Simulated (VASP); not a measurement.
Set up this calculation in VASP 6.6.1, as the native input.

* Task: single point
* Functional: PBE
* Potentials or basis: VASP PAW PBE potentials, release 64 (Cs_sv, Pr_3), 4f in core
* Cutoff: 500 eV
* k mesh: 12 × 12 × 1
* Occupations: gaussian, width 0.1 eV
* Spin: no spin polarisation
* Dipole correction: no
* Further INCAR settings: ALGO = Normal; EDIFF = 1e-06; NBANDS = 48

The structure of Cs3Pr lies in POSCAR:

```
Cs3Pr
1.0
    4.5223586909      0.0000000000      0.0000000000
   -2.2611793454      3.9164775113      0.0000000000
    0.0000000000      0.0000000000     34.3565541061
Cs Pr
6 2
Direct
    0.3333333333      0.6666666667      0.1088290253
    0.6666666667      0.3333333333      0.6088290253
    0.3333333333      0.6666666667      0.3911709747
    0.6666666667      0.3333333333      0.8911709747
    0.3333333333      0.6666666667      0.7500000000
    0.6666666667      0.3333333333      0.2500000000
    0.0000000000      0.0000000000      0.0000000000
    0.0000000000      0.0000000000      0.5000000000
```

The input as run:

INCAR

```
  PREC = Accurate
  ENCUT = 500
  EDIFF = 1E-6
  ISMEAR = 0
  SIGMA = 0.1
  LREAL = False
  LASPH = True
  NELM = 200
  ALGO = Normal
  ISIF = 2
  LWAVE = False
  LCHARG = False
  GGA = PE
  NBANDS = 48
  GGA_COMPAT = False
  LMAXMIX = 6
```

KPOINTS

```
regular mesh
0
Gamma
  12 12 1
```

Potentials or basis: VASP PAW PBE potentials, release 64 (Cs_sv, Pr_3), 4f in core.

Run with:

```console
$ cat potpaw_PBE.64/Cs_sv/POTCAR potpaw_PBE.64/Pr_3/POTCAR > POTCAR
$ mpirun -np 1 vasp_std > vasp.out
```

Results of the run:

| Item | Value |
| --- | --- |
| Pressure | -0.1 GPa |
| Band gap on the k mesh | zero (bands 38 and 39 overlap by 0.91 eV) |

Caveat: spin-orbit coupling is left out, which moves the levels of the heavy elements; the 4f electrons are frozen in the core, so they carry no moment and show no levels.

It took 6.6 min on 1 thread of Intel(R) Xeon(R) 6975P-C (Granite Rapids), with other jobs on the host, peak memory 0.89 GiB.
